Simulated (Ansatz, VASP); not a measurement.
## One calculation of Be2S, two programs

```
Be S
1.0
     3.05375    0.80558   -0.00832
    -0.80116    3.05492    0.00772
     0.02153   -0.01253    7.87690
Be S
4 2
Direct
  0.16755 0.66639 0.33428
  0.16514 0.66718 0.83427
  0.66638 0.16734 0.16572
  0.66743 0.16567 0.66573
  0.16616 0.16715 0.00000
  0.16734 0.16628 0.50000
```

Change from the starting cell: cell x2, atoms moved at random (sigma 0.15 Å) and cell strained at random (1.5 %), then relaxed without symmetry.

Alike in both runs: functional PBE; k mesh 9 × 9 × 4; occupations gaussian, width 0.2 eV; no spin polarisation.

Ansatz relaxed the structure, and its values are those at the end. VASP's run is a single point on that final structure, the one shown.

|  | VASP | Ansatz |
| --- | --- | --- |
| version | VASP 6.6.1 | Ansatz 0.2.0 |
| potentials or method | VASP PAW PBE potentials, release 64 (Be, S), cutoff 520 eV | scalar-relativistic, plane waves, PAW |
| valence electrons in the cell | 20 | 20 |

|  | VASP | Ansatz | Ansatz less VASP |
| --- | --- | --- | --- |
| gap on the k mesh at the Fermi level (eV) | none | none | - |
| pressure (GPa) | 0.1 | 0.0 | -0.04 |
| rms of the force components (eV/Å) | 0.008 | 0.001 | -0.0071 |

A gap of «none» marks a metal or a gap that the smearing closes.
